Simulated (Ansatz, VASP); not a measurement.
**Bi2Cl: VASP beside Ansatz**

```
Bi Cl
1.0
    -2.04826    2.04826    5.02465
     2.04826   -2.04826    5.02465
     2.04826    2.04826   -5.02465
Bi Cl
2 1
Direct
  0.66500 0.66500 0.00000
  0.33500 0.33500 0.00000
  0.00000 0.00000 0.00000
```

Alike in both runs: task relaxation of cell and atoms; functional PBE; k mesh 6 × 6 × 6; occupations gaussian, width 0.1 eV; no spin polarisation.

|  | VASP | Ansatz |
| --- | --- | --- |
| version | VASP 6.6.1 | Ansatz 0.2.0 |
| potentials or method | VASP PAW PBE potentials, release 64 (Bi_d, Cl), cutoff 600 eV | scalar-relativistic, plane waves, PAW |
| valence electrons in the cell | 37 | 37 |

VASP gave:

```
gap on the k mesh at the Fermi level, each at its own relaxed structure (eV)  : none
relaxed volume (Å³/atom)                                                      : 29.36
relaxed length of the cell vector where the two differ most in proportion (Å) : 6.009
```

Q: What did Ansatz give for the same quantities?

A: gap on the k mesh at the Fermi level, each at its own relaxed structure (eV): none; relaxed volume (Å³/atom): 30.50; relaxed length of the cell vector where the two differ most in proportion (Å): 5.731.

A gap of «none» marks a metal or a gap that the smearing closes.

The k mesh is coarse, so the values compare programs but aren't converged. Neither program's run includes spin-orbit coupling.
